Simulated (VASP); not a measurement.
# Rb (Pnma) in VASP: single point with PBE

Aim: the single point of Rb with PBE.

Everything below comes from runs of VASP 6.6.1. Logs are shortened: lines on timing, memory, paths and dates and some standing lists are left out, and cuts for length are marked.

## 1. The cell of the first run

Symmetry: Pnma, No. 62, orthorhombic system. The conventional cell has a = 5.346 Å, b = 4.726 Å, c = 14.999 Å, α = 90.00°, β = 90.00°, γ = 90.00°.

## 2. Single point, PBE

Input file INCAR:

```
SYSTEM = Rb
ALGO = Fast
EDIFF = 1E-6
ENCUT = 520
GGA = PE
ISIF = 2
ISMEAR = 0
LASPH = .TRUE.
LCHARG = .FALSE.
LREAL = .FALSE.
LWAVE = .FALSE.
NBANDS = 26
NELM = 100
PREC = Accurate
SIGMA = 0.1
```

Input file KPOINTS:

```
k-points
0
G
  4 4 2
  0 0 0
```

Input file POSCAR:

```
Rb
1.0
    5.3462876784      0.0000000000      0.0000000000
    0.0000000000      4.7257486857      0.0000000000
    0.0000000000      0.0000000000     14.9990268299
Rb
4
Direct
    0.2519040845      0.2500000000      0.8829450108
    0.2480959155      0.7500000000      0.3829450108
    0.7519040845      0.2500000000      0.6170549892
    0.7480959155      0.7500000000      0.1170549892
```

Potentials or basis: VASP PAW PBE potentials, release 64 (Rb_sv).

Started as:

```console
cat potpaw_PBE.64/Rb_sv/POTCAR > POTCAR
mpirun -np 1 vasp_std > vasp.out
```

OUTCAR:

```text
SYSTEM = Rb
   EDIFF = 1E-6
   ENCUT = 520
   GGA = PE
   ISIF = 2
   ISMEAR = 0
   LASPH = .TRUE.
   LREAL = .FALSE.
   NELM = 100
   PREC = Accurate

 ion  position               nearest neighbor table
   1  0.252  0.250  0.883-   3 4.80   3 4.80   4 5.00   4 5.00   4 5.02   4 5.02
   2  0.248  0.750  0.383-   4 4.80   4 4.80   3 5.00   3 5.00   3 5.02   3 5.02
   3  0.752  0.250  0.617-   1 4.80   1 4.80   2 5.00   2 5.00   2 5.02   2 5.02
   4  0.748  0.750  0.117-   2 4.80   2 4.80   1 5.00   1 5.00   1 5.02   1 5.02

  LATTYP: Found a simple orthorhombic cell.
 ALAT       =     4.7257486857
 B/A-ratio  =     1.1313101974
 C/A-ratio  =     3.1738943028

  Lattice vectors:

 A1 = (   0.0000000000,  -4.7257486857,   0.0000000000)
 A2 = (   5.3462876784,   0.0000000000,   0.0000000000)
 A3 = (   0.0000000000,   0.0000000000,  14.9990268299)

Analysis of symmetry for initial positions (statically):
=====================================================================
 Subroutine PRICEL returns:
 Original cell was already a primitive cell.

 Routine SETGRP: Setting up the symmetry group for a
 simple orthorhombic supercell.

 Subroutine GETGRP returns: Found  8 space group operations
 (whereof  2 operations were pure point group operations)
 out of a pool of  8 trial point group operations.

The static configuration has the point symmetry S_2 .
 The point group associated with its full space group is D_2h.

Analysis of symmetry for dynamics (positions and initial velocities):
=====================================================================
 Subroutine PRICEL returns:
 Original cell was already a primitive cell.

 Routine SETGRP: Setting up the symmetry group for a
 simple orthorhombic supercell.

 Subroutine GETGRP returns: Found  8 space group operations
 (whereof  2 operations were pure point group operations)
 out of a pool of  8 trial point group operations.

The dynamic configuration has the point symmetry S_2 .
 The point group associated with its full space group is D_2h.

 Subroutine INISYM returns: Found  8 space group operations
 (whereof  2 operations are pure point group operations),
 and found     1 'primitive' translations

----------------------------------------------------------------------------------------

                                     Primitive cell

  volume of cell :     378.9536

  direct lattice vectors                    reciprocal lattice vectors
     5.346287678  0.000000000  0.000000000     0.187045677  0.000000000  0.000000000
     0.000000000  4.725748686  0.000000000     0.000000000  0.211606682  0.000000000
     0.000000000  0.000000000 14.999026830     0.000000000  0.000000000  0.066670992

  length of vectors
     5.346287678  4.725748686 14.999026830     0.187045677  0.211606682  0.066670992

  position of ions in fractional coordinates (direct lattice)
     0.251904084  0.250000000  0.882945011
     0.248095916  0.750000000  0.382945011
     0.751904084  0.250000000  0.617054989
     0.748095916  0.750000000  0.117054989

  ion indices of the primitive-cell ions
   primitive index   ion index
                 1           1
                 2           2
                 3           3
                 4           4

----------------------------------------------------------------------------------------

 KPOINTS: k-points

Automatic generation of k-mesh.
 Grid dimensions read from file:
 generate k-points for:    4    4    2

 Generating k-lattice:

  Cartesian coordinates                     Fractional coordinates (reciprocal lattice)
     0.046761419  0.000000000  0.000000000     0.250000000  0.000000000  0.000000000
     0.000000000  0.052901671  0.000000000     0.000000000  0.250000000  0.000000000
     0.000000000  0.000000000  0.033335496     0.000000000  0.000000000  0.500000000

  Length of vectors
     0.046761419  0.052901671  0.033335496

  Shift w.r.t. Gamma in fractional coordinates (k-lattice)
     0.000000000  0.000000000  0.000000000

 Subroutine IBZKPT returns following result:
 ===========================================

 Found     18 irreducible k-points:

 Following reciprocal coordinates:
            Coordinates               Weight
  0.000000  0.000000  0.000000      1.000000
  0.250000  0.000000  0.000000      2.000000
  0.500000  0.000000  0.000000      1.000000
  0.000000  0.250000  0.000000      2.000000
  0.250000  0.250000  0.000000      4.000000
  0.500000  0.250000  0.000000      2.000000
[... 10 lines left out ...]
  0.250000  0.500000  0.500000      2.000000
  0.500000  0.500000  0.500000      1.000000
   k-points           NKPTS =     18   k-points in BZ     NKDIM =     18   number of bands    NBANDS=     26
   number of dos      NEDOS =    301   number of ions     NIONS =      4
   total plane-waves  NPLWV = 161280
   dimension x,y,z NGX =    40 NGY =   36 NGZ =  112
   dimension x,y,z NGXF=    80 NGYF=   72 NGZF=  224
   ions per type =               4
   NGX,Y,Z   is equivalent  to a cutoff of  12.44, 12.66, 12.41 a.u.
   NGXF,Y,Z  is equivalent  to a cutoff of  24.88, 25.33, 24.83 a.u.
 SYSTEM =  Rb
   PREC   = accura    normal or accurate (medium, high low for compatibility)
   ISTART =      0    job   : 0-new  1-cont  2-samecut
   ICHARG =      2    charge: 1-file 2-atom 10-const
   ISPIN  =      1    spin polarized calculation?
   LNONCOLLINEAR =      F non collinear calculations
   LSORBIT =      F    spin-orbit coupling
   LASPH  =      T    aspherical Exc in radial PAW
   ENCUT  =  520.0 eV  38.22 Ry    6.18 a.u.   9.94  8.79 27.89*2*pi/ulx,y,z
   NELM   =    100;   NELMIN=  2; NELMDL= -5     # of ELM steps
   EDIFF  = 0.1E-05   stopping-criterion for ELM
   LREAL  =      F    real-space projection
   EDIFFG = 0.1E-04   stopping-criterion for IOM
   NSW    =      0    number of steps for IOM
   IBRION =     -1    ionic relax: 0-MD 1-quasi-New 2-CG
   NFREE  =      0    steps in history (QN), initial steepest desc. (CG)
   ISIF   =      2    stress and relaxation
   ISYM   =      2    0-nonsym 1-usesym 2-fastsym
   POTIM  = 0.5000    time-step for ionic-motion
   TEBEG  =    0.0;   TEEND  =   0.0 temperature during run
   PSTRESS=    0.0 pullay stress
   NELECT =      36.0000    total number of electrons
   NUPDOWN=      -1.0000    fix difference up-down
   EMIN   =  10.00;   EMAX   =-10.00  energy-range for DOS
   EFERMI =   0.00;   METHOD = LEGACY
   ISMEAR =     0;   SIGMA  =   0.10  broadening in eV -4-tet -1-fermi 0-gaus
   EFERMI_NEDOS =   21; number of points for ismear=-14 and -15
   IALGO  =     68    algorithm
   IMIX   =      4    mixing-type and parameters
     AMIX     =   0.40;   BMIX     =  1.00
     AMIX_MAG =   1.60;   BMIX_MAG =  1.00
  volume/ion in A,a.u.               =      94.74       639.33
  Fermi-wavevector in a.u.,A,eV,Ry     =   0.746988  1.411603  7.591930  0.557991
  Thomas-Fermi vector in A             =   1.842938
   LORBIT       =      0    0 simple, 1 ext, 2 COOP (PROOUT), +10 PAW based schemes
   GGA     = PE    functional components
   LHFCALC =     F    Hartree Fock is set to
   AEXX    =    0.0000 exact exchange contribution
   IVDW    =     0    specifies the selected vdW correction
   LEPSILON=     F    determine dielectric tensor
   LRPA    =     F    only Hartree local field effects (RPA)
 non-spin polarized calculation
 RMM-DIIS sequential band-by-band and
 Gauss-broadening in eV      SIGMA  =   0.10
  energy-cutoff  :      520.00
  volume of cell :      378.95
 maximum number of plane-waves:     10256
 NGX is ok and might be reduce to    40
   NGX = 19   NGY = 17   NGZ = 55

 number of electron      36.0000001 magnetization

 Free energy of the ion-electron system (eV)
  ---------------------------------------------------
  ext. energy  EPLUGINS =         0.00000000
  ---------------------------------------------------
  free energy    TOTEN  =        -3.56073344 eV

  energy without entropy =       -3.53879612  energy(sigma->0) =       -3.54976478

 E-fermi :  -0.0014     XC(G=0):  -5.3597

 val. band max:       -0.0614069987   @ k =   0.5000   0.2500   0.0000
 cond. band min:       0.0365981892   @ k =   0.2500   0.0000   0.5000
 fundamental gap:      0.0980051879
 Fermi energy:        -0.0014463877

 k-point     1 :       0.0000    0.0000    0.0000
  band No.  band energies     occupation
      1     -29.0305      2.00000
      2     -29.0280      2.00000
      3     -29.0277      2.00000
      4     -29.0251      2.00000
      5     -13.1708      2.00000
      6     -13.1243      2.00000
[... 18 lines left out ...]
     25       2.5503      0.00000
     26       2.8323      0.00000

 k-point     2 :       0.2500    0.0000    0.0000
  band No.  band energies     occupation
      1     -29.0295      2.00000
      2     -29.0277      2.00000
      3     -29.0275      2.00000
      4     -29.0257      2.00000
      5     -13.1549      2.00000
      6     -13.1469      2.00000
[... 18 lines left out ...]
     25       2.3721      0.00000
     26       2.4193      0.00000

 k-point     3 :       0.5000    0.0000    0.0000
  band No.  band energies     occupation
      1     -29.0273      2.00000
      2     -29.0273      2.00000
      3     -29.0273      2.00000
      4     -29.0273      2.00000
      5     -13.1634      2.00000
      6     -13.1634      2.00000
[... 18 lines left out ...]
     25       1.9988      0.00000
     26       1.9988      0.00000

 k-point     4 :       0.0000    0.2500    0.0000
  band No.  band energies     occupation
      1     -29.0285      2.00000
      2     -29.0265      2.00000
      3     -29.0260      2.00000
      4     -29.0240      2.00000
      5     -13.1625      2.00000
      6     -13.1420      2.00000
[... 18 lines left out ...]
     25       2.7363      0.00000
     26       2.7948      0.00000
[... 322 lines left out ...]
      1     -29.0259      2.00000
      2     -29.0259      2.00000
      3     -29.0234      2.00000
      4     -29.0234      2.00000
      5     -13.1757      2.00000
      6     -13.1757      2.00000
[... 18 lines left out ...]
     25       2.5071      0.00000
     26       2.5087      0.00000

 k-point    17 :       0.2500    0.5000    0.5000
  band No.  band energies     occupation
      1     -29.0253      2.00000
      2     -29.0253      2.00000
      3     -29.0235      2.00000
      4     -29.0235      2.00000
      5     -13.1733      2.00000
      6     -13.1733      2.00000
[... 18 lines left out ...]
     25       2.0919      0.00000
     26       2.0995      0.00000

 k-point    18 :       0.5000    0.5000    0.5000
  band No.  band energies     occupation
      1     -29.0241      2.00000
      2     -29.0241      2.00000
      3     -29.0241      2.00000
      4     -29.0241      2.00000
      5     -13.1679      2.00000
      6     -13.1679      2.00000
[... 18 lines left out ...]
     25       1.8595      0.00000
     26       1.8596      0.00000

------------------------ aborting loop because EDIFF is reached ----------------------------------------

  FORCE on cell =-STRESS in cart. coord.  units (eV):
  Direction    XX          YY          ZZ          XY          YZ          ZX
  --------------------------------------------------------------------------------------
  -------------------------------------------------------------------------------------
  Total       -0.1290650     -0.0567905      0.1792157      0.0000000      0.0000000      0.0000000
  in kB       -0.5456737     -0.2401046      0.7577057      0.0000000      0.0000000      0.0000000
  external PRESSURE =      -0.0093575 kB  Pullay stress =       0.0000000 kB

 VOLUME and BASIS-vectors are now :
 -----------------------------------------------------------------------------
  energy-cutoff  :      520.00
  volume of cell :      378.95
      direct lattice vectors                 reciprocal lattice vectors
     5.346287678  0.000000000  0.000000000     0.187045677  0.000000000  0.000000000
     0.000000000  4.725748686  0.000000000     0.000000000  0.211606682  0.000000000
     0.000000000  0.000000000 14.999026830     0.000000000  0.000000000  0.066670992

 POSITION                                       TOTAL-FORCE (eV/Angst)
 -----------------------------------------------------------------------------------
      1.34675      1.18144     13.24332        -0.002210     -0.000000     -0.015355
      1.32639      3.54431      5.74380         0.002210      0.000000     -0.015355
      4.01990      1.18144      9.25522        -0.002210     -0.000000      0.015355
      3.99954      3.54431      1.75571         0.002210     -0.000000      0.015355
 -----------------------------------------------------------------------------------
    total drift:                                0.000000      0.000000      0.000000

  FREE ENERGIE OF THE ION-ELECTRON SYSTEM (eV)
  ---------------------------------------------------
  free  energy   TOTEN  =        -3.5607334352 eV

  energy  without entropy=       -3.5387961236  energy(sigma->0) =       -3.54976478
```

Wall time 4 min (1 thread of Intel Xeon 8259CL, shared host); peak memory 0.44 GiB.

What came out:

| Property | Result |
| --- | --- |
| Free energy | -3.5607 eV |
| Pressure | 0.0 GPa |
| Largest force | 0.016 eV/Å |
| Band gap on the k mesh | zero (bands 18 and 19 overlap by 1.92 eV) |

Forces in eV/Å, atoms in the order of the input:
```
Rb  -0.002  0.000 -0.015
Rb   0.002  0.000 -0.015
Rb  -0.002  0.000  0.015
Rb   0.002  0.000  0.015
```

Stress tensor (GPa, compression positive):
```
-0.05  0.00  0.00
 0.00 -0.02  0.00
 0.00  0.00  0.08
```

The gap in the log of VASP goes by the Fermi energy; the results here count the filled bands.